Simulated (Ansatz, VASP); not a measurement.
# MgS in VASP and in Ansatz

```
CELL_PARAMETERS angstrom
0.00000 2.47157 2.60165
2.47157 0.00000 2.60165
2.47157 2.47157 0.00000
ATOMIC_POSITIONS crystal
Mg 0.00000 0.00000 0.00000
S 0.50000 0.50000 0.50000
```

Change from the starting cell: strain -0.050 along x and y, +0.000 along z, atoms carried along.

Alike in both runs: task single point; functional LDA; k mesh 8 × 8 × 8; occupations gaussian, width 0.05 eV; no spin polarisation.

|  | VASP | Ansatz |
| --- | --- | --- |
| version | VASP 6.6.1 | Ansatz 0.2.0 |
| potentials or method | VASP PAW LDA potentials, release 64 (Mg, S), cutoff 520 eV | scalar-relativistic, plane waves, PAW |
| valence electrons in the cell | 8 | 16 |

Ansatz gave:

| Property | Result |
| --- | --- |
| gap on the k mesh at the Fermi level (eV) | 2.55 |
| least direct gap on the mesh (eV) | 4.20 |
| pressure (GPa) | 6.1 |
| traceless stress, the component that is largest in VASP (GPa) | -5.26 |

Q: Estimate VASP's values.

A: gap on the k mesh at the Fermi level (eV): 2.56; least direct gap on the mesh (eV): 4.21; pressure (GPa): 5.5; traceless stress, the component that is largest in VASP (GPa): -5.29.

LDA's correlation is that of Perdew and Zunger in VASP and of Perdew and Wang (1992) in Ansatz. VASP's potentials hold 8 valence electrons a cell and Ansatz's 16, so a difference there can come from the potentials and not from the codes.
